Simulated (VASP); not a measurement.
A run of VASP 6.6.1 is set up as follows.

The input INCAR:

```
SYSTEM = AlN
PREC = Accurate
ENCUT = 520
EDIFF = 1E-7
ISMEAR = -1
SIGMA = 0.01
LREAL = .FALSE.
LASPH = .TRUE.
NELM = 100
ALGO = Normal
ISIF = 2
LWAVE = .FALSE.
LCHARG = .TRUE.
GGA = PE
LELF = .TRUE.
LVHAR = .TRUE.
NBANDS = 16
```

KPOINTS

```
Automatic mesh
0
G
  12 12 4
  0 0 0
```

Contents of POSCAR:

```
AlN
1.0
    3.1300331609      0.0000000000      0.0000000000
   -1.5650165805      2.7106882321      0.0000000000
    0.0000000000      0.0000000000      5.0176311338
Al N
2 2
Direct
    0.3333333333      0.6666666667     -0.0007730353
    0.6666666667      0.3333333333      0.4992269647
    0.3333333333      0.6666666667      0.3807730353
    0.6666666667      0.3333333333      0.8807730353
```

Potentials or basis: VASP PAW PBE potentials, release 64 (Al, N).

Run with:

```console
$ cat potpaw_PBE.64/Al/POTCAR potpaw_PBE.64/N/POTCAR > POTCAR
$ mpirun -np 1 vasp_std > vasp.out
```

Task: Predict the pressure.

Result: -0.2 GPa.

Task: Estimate the band gap on the k mesh.

Result: 4.04 eV.

**Experimental background.**

From “Self-assembly of well-separated AlN nanowires directly on sputtered metallic TiN films”, 2019, arxiv:1910.07391, for a bulk crystal of AlN at 10 K: band gap 6.034 eV (an exciton energy, a little under the gap).

Against the measured gap of AlN, 6.034 eV (an exciton energy, a little under the gap; 10 K; quoted in “Self-assembly of well-separated AlN nanowires directly on sputtered metallic TiN films”, 2019, arxiv:1910.07391), the calculated 4.04 eV is off by -1.99 eV. 2 values of this kind are on record (6.034 to 6.0343 eV); this one was drawn at random. The value is that of PBE on a finite k mesh, which can miss the band edges, without temperature or zero-point motion. Semilocal functionals fall short of measured gaps as a rule.
